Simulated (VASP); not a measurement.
## HfO2: relaxation of cell and atoms with PBE

HfO2:

```xyz
6
Lattice="-1.9686 1.9686 5.0042 1.9686 -1.9686 5.0042 1.9686 1.9686 -5.0042" Properties=species:S:1:pos:R:3 pbc="T T T"
Hf    0.0000    0.0000    0.0000
Hf    0.0000    1.9686    2.5021
O     0.0000    1.9686    4.5753
O     0.0000    0.0000    2.0733
O     0.0000    1.9686    0.4288
O     0.0000    0.0000    7.9351
```

| Item | Value |
| --- | --- |
| Program | VASP 6.6.1 |
| Task | relaxation of cell and atoms |
| Functional | PBE |
| Potentials or basis | VASP PAW PBE potentials, release 64 (Hf_pv, O) |
| Cutoff | 600 eV |
| k mesh | 8 × 8 × 8 |
| Occupations | fermi-dirac, width 0.02 eV |
| Spin | no spin polarisation |
| Dipole correction | no |
| Further INCAR settings | ALGO = Normal; EDIFF = 1e-06; IBRION = 2; EDIFFG = -0.005; NSW = 80; ISIF = 3 |

```json
{
 "Relaxed volume": "14.14 Å³/atom",
 "Relaxed cell": "a = 6.001 Å, b = 6.001 Å, c = 6.001 Å, α = 141.02°, β = 141.02°, γ = 56.31°",
 "Space group after relaxing (to 0.1 Å)": "I4_1/amd (No. 141)",
 "Energy gained by relaxing": "66.9 meV/atom",
 "Ionic steps": "14",
 "Pressure after relaxing": "0.0 GPa",
 "Band gap on the k mesh": "4.44 eV (least direct gap 4.68 eV)"
}
```

The path:
```
step  energy change (eV)  largest force (eV/Å)  pressure (GPa)  volume (Å³)
   1              0.0000                0.1687           19.01        77.58
   2              0.5019                0.9234          -19.99        96.10
   3             -0.3573                0.3774           -0.65        84.28
   4             -0.3578                0.3593            0.12        84.00
   5             -0.3736                0.1534            0.02        84.29
   6             -0.3773                0.0038           -0.04        84.50
   7             -0.3884                0.0007           -0.14        84.64
   8             -0.4010                0.0084           -0.39        85.00
   9             -0.4010                0.0095           -0.40        85.01
  10             -0.4011                0.0123            0.33        84.65
  11             -0.4013                0.0106            0.04        84.83
  12             -0.4013                0.0108           -0.01        84.84
  13             -0.4013                0.0108           -0.02        84.83
  14             -0.4013                0.0000           -0.02        84.83
```

Final structure:
```cif
data_structure
_symmetry_space_group_name_H-M 'P 1'
_symmetry_Int_Tables_number 1
_cell_length_a 6.0010
_cell_length_b 6.0010
_cell_length_c 6.0010
_cell_angle_alpha 141.022
_cell_angle_beta 141.022
_cell_angle_gamma 56.305
_cell_volume 84.83
loop_
_atom_site_label
_atom_site_type_symbol
_atom_site_fract_x
_atom_site_fract_y
_atom_site_fract_z
_atom_site_occupancy
Hf1 Hf 0.00000 0.00000 0.00000 1
Hf2 Hf 0.75000 0.25000 0.50000 1
O1 O 0.95193 0.45193 0.50000 1
O2 O 0.20193 0.20193 0.00000 1
O3 O 0.54807 0.04807 0.50000 1
O4 O 0.79807 0.79807 0.00000 1
```

Levels at points of the mesh, in eV from the valence-band top:
| k point | band 20 | band 21 | band 22 | band 23 | band 24 | band 25 |
| --- | --- | --- | --- | --- | --- | --- |
| (0.00, 0.00, 0.00) | -0.42 | -0.27 | -0.27 | 4.44 | 5.48 | 5.73 |
| (0.50, 0.00, 0.00) | -0.62 | -0.56 | -0.38 | 5.88 | 5.98 | 6.53 |
| (0.50, 0.50, 0.00) | -1.41 | -0.06 | -0.06 | 5.94 | 5.94 | 6.15 |
| (0.50, 0.50, 0.50) | -0.71 | 0.00 | 0.00 | 5.03 | 5.03 | 6.80 |

Wall time 29 min on 1 thread of Intel(R) Xeon(R) Platinum 8259CL CPU @ 2.50GHz (Skylake/Cascade Lake), on a shared host, peak memory 0.4 GiB.

Caveat: spin-orbit coupling is left out, which moves the levels of the heavy elements. A k mesh can miss the band edges.
